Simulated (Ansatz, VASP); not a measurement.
Sb: VASP beside Ansatz

```
Sb
1.0
    -1.88897    1.88897    1.88897
     1.88897   -1.88897    1.88897
     1.88897    1.88897   -1.88897
Sb
1
Direct
  0.00000 0.00000 0.00000
```

Alike in both runs: task single point; functional r2SCAN; k mesh 13 × 13 × 13; occupations fermi-dirac, width 0.1 eV; no spin polarisation.

|  | VASP | Ansatz |
| --- | --- | --- |
| version | VASP 6.6.1 | Ansatz 0.2.0 |
| potentials or method | VASP PAW PBE potentials, release 64 (Sb), cutoff 520 eV | plane waves (500 eV) with PAW, scalar-relativistic |
| valence electrons in the cell | 5 | 15 |

```csv
,VASP,Ansatz,Ansatz less VASP
pressure (GPa),-0.2,-0.1,+0.08
```

VASP's potentials were made for PBE, not for r2SCAN. VASP's potentials hold 5 valence electrons a cell and Ansatz's 15, so a difference there can come from the potentials and not from the codes.

Spin-orbit coupling is off throughout.
